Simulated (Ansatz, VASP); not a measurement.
# SbS in VASP and in Ansatz

```xyz
2
Lattice="1.8463 1.0660 3.8651 -1.8463 1.0660 3.8651 0.0000 -2.1319 3.8651" Properties=species:S:1:pos:R:3 pbc="T T T"
Sb    0.0000    0.0000    0.0000
S     0.0000    0.0000    5.7976
```

Alike in both runs: functional r2SCAN; k mesh 18 × 18 × 18; occupations gaussian, width 0.1 eV; no spin polarisation.

Ansatz relaxed the structure, and its values are those at the end. VASP's run is a single point on that final structure, the one shown.

|  | VASP | Ansatz |
| --- | --- | --- |
| version | VASP 6.6.1 | Ansatz 0.2.0 |
| potentials or method | VASP PAW PBE potentials, release 64 (Sb, S), cutoff 520 eV | scalar-relativistic, plane waves, PAW |
| valence electrons in the cell | 11 | 21 |

|  | VASP | Ansatz | Ansatz less VASP |
| --- | --- | --- | --- |
| gap on the k mesh at the Fermi level (eV) | none | none | - |
| pressure (GPa) | -0.3 | 0.0 | +0.27 |

VASP's potentials were made for PBE, not for r2SCAN. A gap of «none» marks a metal or a gap that the smearing closes. With one functional, cell and mesh, what is left measures potentials, basis and numerics. VASP's potentials hold 11 valence electrons a cell and Ansatz's 21, so a difference there can come from the potentials and not from the codes.

Neither program's run includes spin-orbit coupling.
